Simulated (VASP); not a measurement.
# FeO (Wuestite) (Fm-3m) in VASP: a series of runs

The runs below take FeO (Wuestite) through single point, relaxation of cell and atoms, with PBE.

Program: VASP 6.6.1. These are calculated values, not measurements. Logs are shortened: lines on timing, memory, paths and dates and some standing lists are left out, and cuts for length are marked.

**The experiment to reproduce.**

From “W\"ustite: Electric, thermodynamic and optical properties of FeO”, 2012, arxiv:1203.1201, for a bulk crystal of FeO: band gap 2.4 eV (optical).

The results are compared with them further down.

**1. The cell of the first run**

It takes space group Fm-3m (No. 225, cubic). Conventional cell: a = 4.311 Å, b = 4.311 Å, c = 4.311 Å, α = 90.00°, β = 90.00°, γ = 90.00°. Fe (site symmetry m-3m) has 6 O at 2.16 Å within 2.9 Å. Within 2.9 Å of O (site symmetry m-3m) lie 6 Fe at 2.16 Å.

**2. Single point, PBE, collinear spin, ferromagnetic start**

Contents of INCAR:

```
  PREC = Accurate
  ENCUT = 600
  EDIFF = 1E-6
  ISMEAR = 0
  SIGMA = 0.015
  LREAL = F
  LASPH = T
  NELM = 200
  ALGO = Normal
  ISIF = 2
  LWAVE = F
  LCHARG = F
  ISPIN = 2
  MAGMOM = 3 0
  LORBIT = 11
  LMAXMIX = 4
  GGA = PE
  NBANDS = 22
  GGA_COMPAT = F
```

Contents of KPOINTS:

```
regular mesh
0
Gamma
  11 11 11
```

Contents of POSCAR:

```
FeO
1.0
    0.0000000000      2.1554000000      2.1554000000
    2.1554000000      0.0000000000      2.1554000000
    2.1554000000      2.1554000000      0.0000000000
Fe O
1 1
Direct
    0.0000000000      0.0000000000      0.0000000000
    0.5000000000      0.5000000000      0.5000000000
```

Potentials or basis: VASP PAW PBE potentials, release 64 (Fe_sv, O).

Launch:

```
> cat potpaw_PBE.64/Fe_sv/POTCAR potpaw_PBE.64/O/POTCAR > POTCAR
> mpirun -np 1 vasp_std > vasp.out
```

OUTCAR:

```text
PREC = Accurate
   ENCUT = 600
   EDIFF = 1E-6
   ISMEAR = 0
   LREAL = F
   LASPH = T
   NELM = 200
   ISIF = 2
   ISPIN = 2
   LORBIT = 11
   GGA = PE

 ion  position               nearest neighbor table
   1  0.000  0.000  0.000-   2 2.16   2 2.16   2 2.16   2 2.16   2 2.16   2 2.16
   2  0.500  0.500  0.500-   1 2.16   1 2.16   1 2.16   1 2.16   1 2.16   1 2.16

  LATTYP: Found a face centered cubic cell.
 ALAT       =     4.3108000000

  Lattice vectors:

 A1 = (   0.0000000000,   2.1554000000,   2.1554000000)
 A2 = (   2.1554000000,   0.0000000000,   2.1554000000)
 A3 = (   2.1554000000,   2.1554000000,   0.0000000000)

Analysis of symmetry for initial positions (statically):
=====================================================================
 Subroutine PRICEL returns:
 Original cell was already a primitive cell.

 Routine SETGRP: Setting up the symmetry group for a
 face centered cubic supercell.

 Subroutine GETGRP returns: Found 48 space group operations
 (whereof 48 operations were pure point group operations)
 out of a pool of 48 trial point group operations.

The static configuration has the point symmetry O_h .

Analysis of symmetry for dynamics (positions and initial velocities):
=====================================================================
 Subroutine PRICEL returns:
 Original cell was already a primitive cell.

 Routine SETGRP: Setting up the symmetry group for a
 face centered cubic supercell.

 Subroutine GETGRP returns: Found 48 space group operations
 (whereof 48 operations were pure point group operations)
 out of a pool of 48 trial point group operations.

The dynamic configuration has the point symmetry O_h .

Analysis of structural, dynamic, and magnetic symmetry:
=====================================================================
 Subroutine PRICEL returns:
 Original cell was already a primitive cell.

 Routine SETGRP: Setting up the symmetry group for a
 face centered cubic supercell.

 Subroutine GETGRP returns: Found 48 space group operations
 (whereof 48 operations were pure point group operations)
 out of a pool of 48 trial point group operations.

The overall configuration has the point symmetry O_h .

 Subroutine INISYM returns: Found 48 space group operations
 (whereof 48 operations are pure point group operations),
 and found     1 'primitive' translations

----------------------------------------------------------------------------------------

                                     Primitive cell

  volume of cell :      20.0269

  direct lattice vectors                    reciprocal lattice vectors
     0.000000000  2.155400000  2.155400000    -0.231975503  0.231975503  0.231975503
     2.155400000  0.000000000  2.155400000     0.231975503 -0.231975503  0.231975503
     2.155400000  2.155400000  0.000000000     0.231975503  0.231975503 -0.231975503

  length of vectors
     3.048195912  3.048195912  3.048195912     0.401793358  0.401793358  0.401793358

  position of ions in fractional coordinates (direct lattice)
     0.000000000  0.000000000  0.000000000
     0.500000000  0.500000000  0.500000000

  ion indices of the primitive-cell ions
   primitive index   ion index
                 1           1
                 2           2

----------------------------------------------------------------------------------------

 KPOINTS: regular mesh

Automatic generation of k-mesh.
 Grid dimensions read from file:
 generate k-points for:   11   11   11

 Generating k-lattice:

  Cartesian coordinates                     Fractional coordinates (reciprocal lattice)
    -0.021088682  0.021088682  0.021088682     0.090909091  0.000000000  0.000000000
     0.021088682 -0.021088682  0.021088682     0.000000000  0.090909091  0.000000000
     0.021088682  0.021088682 -0.021088682     0.000000000  0.000000000  0.090909091

  Length of vectors
     0.036526669  0.036526669  0.036526669

  Shift w.r.t. Gamma in fractional coordinates (k-lattice)
     0.000000000  0.000000000  0.000000000

 Subroutine IBZKPT returns following result:
 ===========================================

 Found     56 irreducible k-points:

 Following reciprocal coordinates:
            Coordinates               Weight
  0.000000  0.000000  0.000000      1.000000
  0.090909  0.000000  0.000000      8.000000
  0.181818  0.000000  0.000000      8.000000
  0.272727  0.000000  0.000000      8.000000
  0.363636  0.000000  0.000000      8.000000
  0.454545  0.000000  0.000000      8.000000
[... 16 lines left out ...]
 -0.272727  0.181818  0.000000     24.000000
 -0.181818  0.181818  0.000000     12.000000
 [... further k-points ...]
   k-points           NKPTS =     56   k-points in BZ     NKDIM =     56   number of bands    NBANDS=     22
   number of dos      NEDOS =    301   number of ions     NIONS =      2
   total plane-waves  NPLWV =  13824
   dimension x,y,z NGX =    24 NGY =   24 NGZ =   24
   dimension x,y,z NGXF=    48 NGYF=   48 NGZF=   48
   ions per type =               1   1
   NGX,Y,Z   is equivalent  to a cutoff of  13.09, 13.09, 13.09 a.u.
   NGXF,Y,Z  is equivalent  to a cutoff of  26.18, 26.18, 26.18 a.u.
 SYSTEM =  unknown system
   PREC   = accura    normal or accurate (medium, high low for compatibility)
   ISTART =      0    job   : 0-new  1-cont  2-samecut
   ICHARG =      2    charge: 1-file 2-atom 10-const
   ISPIN  =      2    spin polarized calculation?
   LNONCOLLINEAR =      F non collinear calculations
   LSORBIT =      F    spin-orbit coupling
   LASPH  =      T    aspherical Exc in radial PAW
   ENCUT  =  600.0 eV  44.10 Ry    6.64 a.u.   6.09  6.09  6.09*2*pi/ulx,y,z
   NELM   =    200;   NELMIN=  2; NELMDL= -5     # of ELM steps
   EDIFF  = 0.1E-05   stopping-criterion for ELM
   LREAL  =      F    real-space projection
   EDIFFG = 0.1E-04   stopping-criterion for IOM
   NSW    =      0    number of steps for IOM
   IBRION =     -1    ionic relax: 0-MD 1-quasi-New 2-CG
   NFREE  =      0    steps in history (QN), initial steepest desc. (CG)
   ISIF   =      2    stress and relaxation
   ISYM   =      2    0-nonsym 1-usesym 2-fastsym
   POTIM  = 0.5000    time-step for ionic-motion
   TEBEG  =    0.0;   TEEND  =   0.0 temperature during run
   PSTRESS=    0.0 pullay stress
   NELECT =      22.0000    total number of electrons
   NUPDOWN=      -1.0000    fix difference up-down
   EMIN   =  10.00;   EMAX   =-10.00  energy-range for DOS
   EFERMI =   0.00;   METHOD = LEGACY
   ISMEAR =     0;   SIGMA  =   0.01  broadening in eV -4-tet -1-fermi 0-gaus
   EFERMI_NEDOS =   21; number of points for ismear=-14 and -15
   IALGO  =     38    algorithm
   IMIX   =      4    mixing-type and parameters
     AMIX     =   0.40;   BMIX     =  1.00
     AMIX_MAG =   1.60;   BMIX_MAG =  1.00
  volume/ion in A,a.u.               =      10.01        67.57
  Fermi-wavevector in a.u.,A,eV,Ry     =   1.689187  3.192101 38.822242  2.853354
  Thomas-Fermi vector in A             =   2.771359
   LORBIT       =     11    0 simple, 1 ext, 2 COOP (PROOUT), +10 PAW based schemes
   GGA     = PE    functional components
   LHFCALC =     F    Hartree Fock is set to
   AEXX    =    0.0000 exact exchange contribution
   IVDW    =     0    specifies the selected vdW correction
   LEPSILON=     F    determine dielectric tensor
   LRPA    =     F    only Hartree local field effects (RPA)
 spin polarized calculation
 Gauss-broadening in eV      SIGMA  =   0.01
  energy-cutoff  :      600.00
  volume of cell :       20.03
 maximum number of plane-waves:       678
   NGX = 13   NGY = 13   NGZ = 13

 number of electron      22.0000013 magnetization       4.0003920

 Free energy of the ion-electron system (eV)
  ---------------------------------------------------
  ext. energy  EPLUGINS =         0.00000000
  ---------------------------------------------------
  free energy    TOTEN  =       -15.03293931 eV

  energy without entropy =      -15.03265165  energy(sigma->0) =      -15.03279548

 E-fermi :   9.8187     XC(G=0): -12.5281

 val. band max:        9.8152028228   @ k =  -0.3636   0.2727   0.0909
 cond. band min:       9.8266100793   @ k =   0.0000   0.0000   0.0000
 fundamental gap:      0.0114072566
 Fermi energy:         9.8186774788

 spin component 1

 k-point     1 :       0.0000    0.0000    0.0000
  band No.  band energies     occupation
      1     -80.1050      1.00000
      2     -46.1270      1.00000
      3     -46.1270      1.00000
      4     -46.1270      1.00000
      5     -10.9723      1.00000
      6       5.9387      1.00000
[... 14 lines left out ...]
     21      30.3724      0.00000
     22      33.4366      0.00000

 k-point     2 :       0.0909    0.0000    0.0000
  band No.  band energies     occupation
      1     -80.1046      1.00000
      2     -46.1322      1.00000
      3     -46.1279      1.00000
      4     -46.1279      1.00000
      5     -10.8908      1.00000
      6       5.0447      1.00000
[... 542 lines left out ...]
 k-point    24 :      -0.1818    0.1818    0.0000
  band No.  band energies     occupation
      1     -80.1015      1.00000
      2     -46.1560      1.00000
      3     -46.1403      1.00000
      4     -46.1310      1.00000
      5     -10.2696      1.00000
      6       2.4922      1.00000
[... 14 lines left out ...]
     21      36.0926      0.00000
     22      37.8318      0.00000

 [... further k-points ...]

 spin component 2

 k-point     1 :       0.0000    0.0000    0.0000
  band No.  band energies     occupation
      1     -75.9412      1.00000
      2     -42.0567      1.00000
      3     -42.0566      1.00000
      4     -42.0566      1.00000
      5     -10.4484      1.00000
      6       6.4871      1.00000
[... 14 lines left out ...]
     21      31.9652      0.00000
     22      34.5601      0.00000

 k-point     2 :       0.0909    0.0000    0.0000
  band No.  band energies     occupation
      1     -75.9407      1.00000
      2     -42.0628      1.00000
      3     -42.0576      1.00000
      4     -42.0576      1.00000
      5     -10.3654      1.00000
      6       5.8481      1.00000
[... 542 lines left out ...]
 k-point    24 :      -0.1818    0.1818    0.0000
  band No.  band energies     occupation
      1     -75.9370      1.00000
      2     -42.0930      1.00000
      3     -42.0727      1.00000
      4     -42.0613      1.00000
      5      -9.7305      1.00000
      6       3.3528      1.00000
[... 14 lines left out ...]
     21      36.8653      0.00000
     22      38.6053      0.00000

 [... further k-points ...]
[... 5 lines left out ...]
  --------------------------------------------------------------------------------------
  -------------------------------------------------------------------------------------
  Total       -0.3298008     -0.3298008     -0.3298008      0.0000000      0.0000000      0.0000000
  in kB      -26.3844859    -26.3844859    -26.3844859      0.0000000      0.0000000      0.0000000
  external PRESSURE =     -26.3844859 kB  Pullay stress =       0.0000000 kB

 VOLUME and BASIS-vectors are now :
 -----------------------------------------------------------------------------
  energy-cutoff  :      600.00
  volume of cell :       20.03
      direct lattice vectors                 reciprocal lattice vectors
     0.000000000  2.155400000  2.155400000    -0.231975503  0.231975503  0.231975503
     2.155400000  0.000000000  2.155400000     0.231975503 -0.231975503  0.231975503
     2.155400000  2.155400000  0.000000000     0.231975503  0.231975503 -0.231975503

 POSITION                                       TOTAL-FORCE (eV/Angst)
 -----------------------------------------------------------------------------------
      0.00000      0.00000      0.00000         0.000000      0.000000      0.000000
      2.15540      2.15540      2.15540        -0.000000     -0.000000     -0.000000
 -----------------------------------------------------------------------------------
    total drift:                                0.000000     -0.000000     -0.000000

  FREE ENERGIE OF THE ION-ELECTRON SYSTEM (eV)
  ---------------------------------------------------
  free  energy   TOTEN  =       -15.0329393069 eV

  energy  without entropy=      -15.0326516451  energy(sigma->0) =      -15.03279548

 total charge

# of ion       s       p       d       tot
------------------------------------------
    1        2.103   5.997   5.513  13.612
    2        1.552   3.441   0.000   4.993
--------------------------------------------------
tot          3.655   9.437   5.513  18.605

 magnetization (x)

# of ion       s       p       d       tot
------------------------------------------
    1        0.015   0.010   3.451   3.477
    2        0.030   0.266   0.000   0.296
--------------------------------------------------
tot          0.045   0.276   3.451   3.773
```

Wall time 43 s (1 thread of Intel Xeon Platinum 8488C (Sapphire Rapids), shared host); peak memory 0.18 GiB.

What came out:

```yaml
Free_energy: -15.0329 eV
Pressure: -2.6 GPa
Band_gap_on_the_k_mesh: zero (filled and empty bands overlap)
Net_moment: 4.00 μB per cell
Site_moments: Fe +3.48; O +0.30 μB
Valence_electrons_inside_the_program's_atomic_spheres: Fe 13.61; O 4.99
```

Caveat: a cell with one magnetic atom can't hold antiferromagnetic order, which such compounds often take; semilocal functionals often make such compounds metallic where correlation or magnetic order opens a gap, which also shifts bond lengths.

(Part 1 of 2 ends here.)
